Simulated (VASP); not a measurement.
# Ru in VASP: notebook, part 3 of 3

VASP 6.6.1. The steps go on from the part before.

**4. Single point, PBEsol**

This run uses another cell than the first one, of 13.32 Å³/atom, 1.027 times its volume.

File INCAR:

```
SYSTEM = Ru
PREC = Accurate ; ENCUT = 520
EDIFF = 1E-6 ; ISMEAR = 0
SIGMA = 0.15 ; LREAL = .FALSE.
LASPH = .TRUE. ; NELM = 80
ALGO = Fast ; ISIF = 2
LWAVE = .FALSE. ; LCHARG = .FALSE.
GGA = PS ; NBANDS = 21
```

File KPOINTS:

```
Automatic mesh
0
G
  18 18 10
  0 0 0
```

File POSCAR:

```
Ru
1.0
    2.6896847532      0.0000000000      0.0000000000
   -1.3448423766      2.3293353245      0.0000000000
    0.0000000000      0.0000000000      4.2523798378
Ru
2
Direct
    0.3433576522      0.6867153044      0.2500000000
    0.6566423478      0.3132846956      0.7500000000
```

Potentials or basis: VASP PAW PBE potentials, release 64 (Ru_pv).

Command:

```console
cat potpaw_PBE.64/Ru_pv/POTCAR > POTCAR
mpirun -np 1 vasp_std > vasp.out
```

OUTCAR:

```text
SYSTEM = Ru
   PREC = Accurate
   ENCUT = 520
   EDIFF = 1E-6
   ISMEAR = 0
   LREAL = .FALSE.
   LASPH = .TRUE.
   NELM = 80
   ISIF = 2
   GGA = PS

 ion  position               nearest neighbor table
   1  0.343  0.687  0.250-   2 2.58   2 2.58   2 2.66   2 2.66   2 2.66   2 2.66
   2  0.657  0.313  0.750-   1 2.58   1 2.58   1 2.66   1 2.66   1 2.66   1 2.66

  LATTYP: Found a hexagonal cell.
 ALAT       =     2.6896847532
 C/A-ratio  =     1.5809956289

  Lattice vectors:

 A1 = (   2.6896847532,   0.0000000000,   0.0000000000)
 A2 = (  -1.3448423766,   2.3293353245,   0.0000000000)
 A3 = (   0.0000000000,   0.0000000000,   4.2523798378)

Analysis of symmetry for initial positions (statically):
=====================================================================
 Subroutine PRICEL returns:
 Original cell was already a primitive cell.

 Routine SETGRP: Setting up the symmetry group for a
 hexagonal supercell.

 Subroutine GETGRP returns: Found  8 space group operations
 (whereof  4 operations were pure point group operations)
 out of a pool of 24 trial point group operations.

The static configuration has the point symmetry C_2h.
 The point group associated with its full space group is D_2h.

Analysis of symmetry for dynamics (positions and initial velocities):
=====================================================================
 Subroutine PRICEL returns:
 Original cell was already a primitive cell.

 Routine SETGRP: Setting up the symmetry group for a
 hexagonal supercell.

 Subroutine GETGRP returns: Found  8 space group operations
 (whereof  4 operations were pure point group operations)
 out of a pool of 24 trial point group operations.

The dynamic configuration has the point symmetry C_2h.
 The point group associated with its full space group is D_2h.

 Subroutine INISYM returns: Found  8 space group operations
 (whereof  4 operations are pure point group operations),
 and found     1 'primitive' translations

----------------------------------------------------------------------------------------

                                     Primitive cell

  volume of cell :      26.6419

  direct lattice vectors                    reciprocal lattice vectors
     2.689684753  0.000000000  0.000000000     0.371790783  0.214653509  0.000000000
    -1.344842377  2.329335325  0.000000000     0.000000000  0.429307017  0.000000000
     0.000000000  0.000000000  4.252379838     0.000000000  0.000000000  0.235162436

  length of vectors
     2.689684753  2.689684753  4.252379838     0.429307017  0.429307017  0.235162436

  position of ions in fractional coordinates (direct lattice)
     0.343357652  0.686715304  0.250000000
     0.656642348  0.313284696  0.750000000

  ion indices of the primitive-cell ions
   primitive index   ion index
                 1           1
                 2           2

----------------------------------------------------------------------------------------

 KPOINTS: Automatic mesh

Automatic generation of k-mesh.
 Grid dimensions read from file:
 generate k-points for:   18   18   10

 Generating k-lattice:

  Cartesian coordinates                     Fractional coordinates (reciprocal lattice)
     0.020655043  0.011925195  0.000000000     0.055555556 -0.000000000  0.000000000
     0.000000000  0.023850390  0.000000000     0.000000000  0.055555556  0.000000000
     0.000000000  0.000000000  0.023516244     0.000000000  0.000000000  0.100000000

  Length of vectors
     0.023850390  0.023850390  0.023516244

  Shift w.r.t. Gamma in fractional coordinates (k-lattice)
     0.000000000  0.000000000  0.000000000

 Subroutine IBZKPT returns following result:
 ===========================================

 Found    546 irreducible k-points:

 Following reciprocal coordinates:
            Coordinates               Weight
  0.000000  0.000000  0.000000      1.000000
  0.055556 -0.000000  0.000000      4.000000
  0.000000  0.055556  0.000000      2.000000
  0.111111 -0.000000  0.000000      4.000000
  0.000000  0.111111  0.000000      2.000000
  0.166667  0.000000  0.000000      4.000000
[... 16 lines left out ...]
 -0.055556  0.166667  0.000000      4.000000
 -0.166667  0.111111  0.000000      4.000000
 [... further k-points ...]
   k-points           NKPTS =    546   k-points in BZ     NKDIM =    546   number of bands    NBANDS=     21
   number of dos      NEDOS =    301   number of ions     NIONS =      2
   total plane-waves  NPLWV =  12800
   dimension x,y,z NGX =    20 NGY =   20 NGZ =   32
   dimension x,y,z NGXF=    40 NGYF=   40 NGZF=   64
   ions per type =               2
   NGX,Y,Z   is equivalent  to a cutoff of  12.36, 12.36, 12.51 a.u.
   NGXF,Y,Z  is equivalent  to a cutoff of  24.72, 24.72, 25.02 a.u.
 SYSTEM =  Ru
   PREC   = accura    normal or accurate (medium, high low for compatibility)
   ISTART =      0    job   : 0-new  1-cont  2-samecut
   ICHARG =      2    charge: 1-file 2-atom 10-const
   ISPIN  =      1    spin polarized calculation?
   LNONCOLLINEAR =      F non collinear calculations
   LSORBIT =      F    spin-orbit coupling
   LASPH  =      T    aspherical Exc in radial PAW
   ENCUT  =  520.0 eV  38.22 Ry    6.18 a.u.   5.00  5.00  7.91*2*pi/ulx,y,z
   NELM   =     80;   NELMIN=  2; NELMDL= -5     # of ELM steps
   EDIFF  = 0.1E-05   stopping-criterion for ELM
   LREAL  =      F    real-space projection
   EDIFFG = 0.1E-04   stopping-criterion for IOM
   NSW    =      0    number of steps for IOM
   IBRION =     -1    ionic relax: 0-MD 1-quasi-New 2-CG
   NFREE  =      0    steps in history (QN), initial steepest desc. (CG)
   ISIF   =      2    stress and relaxation
   ISYM   =      2    0-nonsym 1-usesym 2-fastsym
   POTIM  = 0.5000    time-step for ionic-motion
   TEBEG  =    0.0;   TEEND  =   0.0 temperature during run
   PSTRESS=    0.0 pullay stress
   NELECT =      28.0000    total number of electrons
   NUPDOWN=      -1.0000    fix difference up-down
   EMIN   =  10.00;   EMAX   =-10.00  energy-range for DOS
   EFERMI =   0.00;   METHOD = LEGACY
   ISMEAR =     0;   SIGMA  =   0.15  broadening in eV -4-tet -1-fermi 0-gaus
   EFERMI_NEDOS =   21; number of points for ismear=-14 and -15
   IALGO  =     68    algorithm
   IMIX   =      4    mixing-type and parameters
     AMIX     =   0.40;   BMIX     =  1.00
     AMIX_MAG =   1.60;   BMIX_MAG =  1.00
  volume/ion in A,a.u.               =      13.32        89.89
  Fermi-wavevector in a.u.,A,eV,Ry     =   1.664456  3.145366 37.693775  2.770414
  Thomas-Fermi vector in A             =   2.750997
   LORBIT       =      0    0 simple, 1 ext, 2 COOP (PROOUT), +10 PAW based schemes
   GGA     = PS    functional components
   LHFCALC =     F    Hartree Fock is set to
   AEXX    =    0.0000 exact exchange contribution
   IVDW    =     0    specifies the selected vdW correction
   LEPSILON=     F    determine dielectric tensor
   LRPA    =     F    only Hartree local field effects (RPA)
 non-spin polarized calculation
 RMM-DIIS sequential band-by-band and
 Gauss-broadening in eV      SIGMA  =   0.15
  energy-cutoff  :      520.00
  volume of cell :       26.64
 maximum number of plane-waves:       738
   NGX =  9   NGY =  9   NGZ = 15

 number of electron      27.9999998 magnetization

 Free energy of the ion-electron system (eV)
  ---------------------------------------------------
  ext. energy  EPLUGINS =         0.00000000
  ---------------------------------------------------
  free energy    TOTEN  =       -20.31805485 eV

  energy without entropy =      -20.29915333  energy(sigma->0) =      -20.30860409

 E-fermi :  13.0546     XC(G=0): -14.3975

 val. band max:       13.0544756546   @ k =  -0.2222   0.1667   0.3000
 cond. band min:      13.0557344325   @ k =   0.5000   0.3889   0.4000
 fundamental gap:      0.0012587779
 Fermi energy:        13.0546173596

 k-point     1 :       0.0000    0.0000    0.0000
  band No.  band energies     occupation
      1     -30.6304      2.00000
      2     -29.6547      2.00000
      3     -29.5886      2.00000
      4     -29.4513      2.00000
      5     -29.4319      2.00000
      6     -29.3911      2.00000
[... 13 lines left out ...]
     20      23.3178      0.00000
     21      23.6273      0.00000
[... 529 lines left out ...]
 k-point    24 :      -0.1667    0.1111    0.0000
  band No.  band energies     occupation
      1     -30.5593      2.00000
      2     -29.7530      2.00000
      3     -29.7067      2.00000
      4     -29.6026      2.00000
      5     -29.4623      2.00000
      6     -29.4216      2.00000
[... 13 lines left out ...]
     20      23.3177      0.00000
     21      23.5166      0.00000

 [... further k-points ...]

------------------------ aborting loop because EDIFF is reached ----------------------------------------

  FORCE on cell =-STRESS in cart. coord.  units (eV):
  Direction    XX          YY          ZZ          XY          YZ          ZX
  --------------------------------------------------------------------------------------
  -------------------------------------------------------------------------------------
  Total       -0.2491432      0.3132490      0.1410459      0.0000000     -0.0000000      0.0000000
  in kB      -14.9828414     18.8380009      8.4821406      0.0000000     -0.0000000      0.0000000
  external PRESSURE =       4.1124334 kB  Pullay stress =       0.0000000 kB

 VOLUME and BASIS-vectors are now :
 -----------------------------------------------------------------------------
  energy-cutoff  :      520.00
  volume of cell :       26.64
      direct lattice vectors                 reciprocal lattice vectors
     2.689684753  0.000000000  0.000000000     0.371790783  0.214653509  0.000000000
    -1.344842377  2.329335325  0.000000000     0.000000000  0.429307017  0.000000000
     0.000000000  0.000000000  4.252379838     0.000000000  0.000000000  0.235162436

 POSITION                                       TOTAL-FORCE (eV/Angst)
 -----------------------------------------------------------------------------------
     -0.00000      1.59959      1.06309         0.000000     -0.684779      0.000000
      1.34484      0.72975      3.18928        -0.000000      0.684779      0.000000
 -----------------------------------------------------------------------------------
    total drift:                                0.000000     -0.000000     -0.000000

  FREE ENERGIE OF THE ION-ELECTRON SYSTEM (eV)
  ---------------------------------------------------
  free  energy   TOTEN  =       -20.3180548504 eV

  energy  without entropy=      -20.2991533332  energy(sigma->0) =      -20.30860409
```

Run time: 95 s. Hardware: 1 thread of AMD EPYC 9R45 (Zen 5), shared host; peak memory 0.3 GiB.

Results:

```
Free energy            : -20.3181 eV
Pressure               : 0.4 GPa
Largest force          : 0.685 eV/Å
Band gap on the k mesh : zero (band 14 reaches 14.70 eV, above the bottom of band 15 at 11.52 eV)
```

Forces on the atoms (eV/Å):
```
Ru   0.000 -0.685  0.000
Ru   0.000  0.685  0.000
```

Stress tensor (GPa, compression positive):
```
-1.50  0.00  0.00
 0.00  1.88  0.00
 0.00  0.00  0.85
```

Levels at points of the mesh, in eV from the Fermi level:
| k point | band 12 | band 13 | band 14 | band 15 | band 16 | band 17 |
| --- | --- | --- | --- | --- | --- | --- |
| (0.00, 0.00, 0.00) | -2.07 | -1.80 | -1.70 | -1.13 | 0.89 | 1.27 |
| (0.50, 0.00, 0.00) | -1.74 | -1.58 | 1.53 | 1.86 | 1.98 | 4.01 |
| (0.00, 0.50, 0.00) | -2.11 | -1.60 | 1.40 | 1.93 | 2.00 | 4.46 |
| (0.00, 0.00, 0.50) | -2.85 | -2.74 | -2.74 | 0.45 | 0.45 | 0.67 |
| (0.50, 0.00, 0.50) | -1.09 | 0.30 | 0.30 | 1.75 | 1.75 | 3.62 |
| (0.00, 0.50, 0.50) | -1.06 | 0.80 | 0.80 | 1.73 | 1.73 | 3.11 |

Caveat: the PAW data sets were made with another functional, which shifts forces and pressure a little.

**5. Summary**

| cell | gap on the mesh (eV) | pressure (GPa) |
| --- | --- | --- |
| a = 2.654, b = 2.654, c = 4.252 Å, angles 90.0, 90.0, 120.0°, 2 atoms | none | 9.7 |
| a = 2.725, b = 2.725, c = 4.252 Å, angles 90.0, 90.0, 120.0°, 2 atoms | none | -8.5 |
| a = 2.690, b = 2.690, c = 4.252 Å, angles 90.0, 90.0, 120.0°, 2 atoms | none | 0.4 |

Alike in all rows: task single point; level PBEsol; potentials or basis VASP PAW PBE potentials, release 64 (Ru_pv); no spin polarisation; k mesh 18 × 18 × 10; cutoff (eV) 520; smearing gaussian 0.15 eV.

Caveats: the PAW data sets were made with another functional, which shifts forces and pressure a little.

Absolute energies hang on the potentials; compare differences alone.
